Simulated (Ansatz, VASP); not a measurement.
## BiTe in VASP and in Ansatz

```
CELL_PARAMETERS angstrom
0.00000 3.19715 3.19715
3.19715 0.00000 3.19715
3.19715 3.19715 0.00000
ATOMIC_POSITIONS crystal
Bi 0.00000 0.00000 0.00000
Te 0.51564 0.51564 0.48436
```

Change from the starting cell: all Te atoms moved -0.100 Å, as atom 2 towards its neighbour atom 1 (Bi) at 3.197 Å.

Alike in both runs: task single point; functional PBEsol; k mesh 16 × 16 × 16; occupations gaussian, width 0.15 eV; no spin polarisation.

|  | VASP | Ansatz |
| --- | --- | --- |
| version | VASP 6.6.1 | Ansatz 0.2.0 |
| potentials or method | VASP PAW PBE potentials, release 64 (Bi_d, Te), cutoff 520 eV | scalar-relativistic, plane waves, PAW |
| valence electrons in the cell | 21 | 31 |

```csv
,VASP,Ansatz,Ansatz less VASP
gap on the k mesh at the Fermi level (eV),none,none,-
pressure (GPa),0.2,0.2,+0.01
"traceless stress, the component that is largest in VASP (GPa)",0.18,0.18,-0.003
rms of the force components (eV/Å),0.175,0.174,-0.0015
```

VASP's potentials were made for PBE, not for PBEsol. Atom by atom the forces differ by 0.001 eV/Å (rms over components). A gap of «none» marks a metal or a gap that the smearing closes. With one functional, cell and mesh, what is left measures potentials, basis and numerics. VASP's potentials hold 21 valence electrons a cell and Ansatz's 31, so a difference there can come from the potentials and not from the codes.

Neither program's run includes spin-orbit coupling.
